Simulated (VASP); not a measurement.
Here is a VASP 6.6.1 calculation.

File INCAR:

```
SYSTEM = H8SO6
PREC = Accurate
ENCUT = 520
EDIFF = 1E-7
ISMEAR = -1
SIGMA = 0.02
LREAL = .FALSE.
LASPH = .TRUE.
NELM = 120
ALGO = Normal
ISIF = 2
LWAVE = .FALSE.
LCHARG = .FALSE.
GGA = PE
IVDW = 12
IBRION = 2
NSW = 35
EDIFFG = -0.3
GGA_COMPAT = .FALSE.
NELMIN = 4
```

File KPOINTS:

```
regular mesh
0
G
  1 1 1
  0 0 0
```

POSCAR

```
H8SO6
1.0
    6.3180300000      0.0000000000      0.0000000000
    0.0000000000      6.3180300000      0.0000000000
    0.0000000000      0.0000000000      6.3180300000
O H S
6 8 1
Direct
    0.6497055000      0.9820789000      1.0545407000
    0.6225802000      0.8246415000      0.5983918000
    0.6613943000      0.4087871000      0.3214266000
    0.1338825000      0.3689714000      0.4603800000
    0.0904003000      0.0341119000      1.1270574000
    0.3310778000      0.2763713000      0.9103720000
    0.6137174000      1.1043950000      0.9694227000
    0.6685162000      0.8697350000      0.9519423000
    0.6568849000      0.9433949000      0.5077153000
    0.4697392000      0.8153085000      0.5910465000
    0.6126575000      0.4844366000      0.1973166000
    0.8017984000      0.3608189000      0.2828627000
    0.2777406000      0.4154229000      0.4858462000
    0.0877858000      0.4543888000      0.3417191000
    0.1234748000      0.1739832000      0.9427419000
```

Potentials or basis: VASP PAW PBE potentials, release 64 (O, H, S).

Launch:

```console
$ cat potpaw_PBE.64/O/POTCAR potpaw_PBE.64/H/POTCAR potpaw_PBE.64/S/POTCAR > POTCAR
$ mpirun -np 1 vasp_gam > vasp.out
```

Q: Estimate the energy gained by relaxing.

A: 31.7 meV/atom.

Q: What does it give for the dispersion energy per atom?

A: -0.031 eV.

Final structure:
```yaml
crystal:
  lattice:
    - [6.31803, 0.00000, 0.00000]
    - [0.00000, 6.31803, 0.00000]
    - [0.00000, 0.00000, 6.31803]
  atoms:
    - { symbol: O, position: [0.65573, 0.96830, 0.04839] }
    - { symbol: O, position: [0.61011, 0.85209, 0.61888] }
    - { symbol: O, position: [0.64777, 0.41350, 0.31831] }
    - { symbol: O, position: [0.13808, 0.38982, 0.47867] }
    - { symbol: O, position: [0.13243, 0.02586, 0.12125] }
    - { symbol: O, position: [0.32402, 0.28958, 0.89925] }
    - { symbol: H, position: [0.58022, 0.09227, 0.99510] }
    - { symbol: H, position: [0.67204, 0.88405, 0.91939] }
    - { symbol: H, position: [0.66208, 0.92703, 0.49425] }
    - { symbol: H, position: [0.46798, 0.80700, 0.58106] }
    - { symbol: H, position: [0.61654, 0.48709, 0.18710] }
    - { symbol: H, position: [0.77111, 0.32701, 0.28644] }
    - { symbol: H, position: [0.29280, 0.38939, 0.47901] }
    - { symbol: H, position: [0.09889, 0.49160, 0.37001] }
    - { symbol: S, position: [0.13156, 0.17226, 0.94569] }
```

Caveat: the k points lie up to 0.99 Å⁻¹ apart.
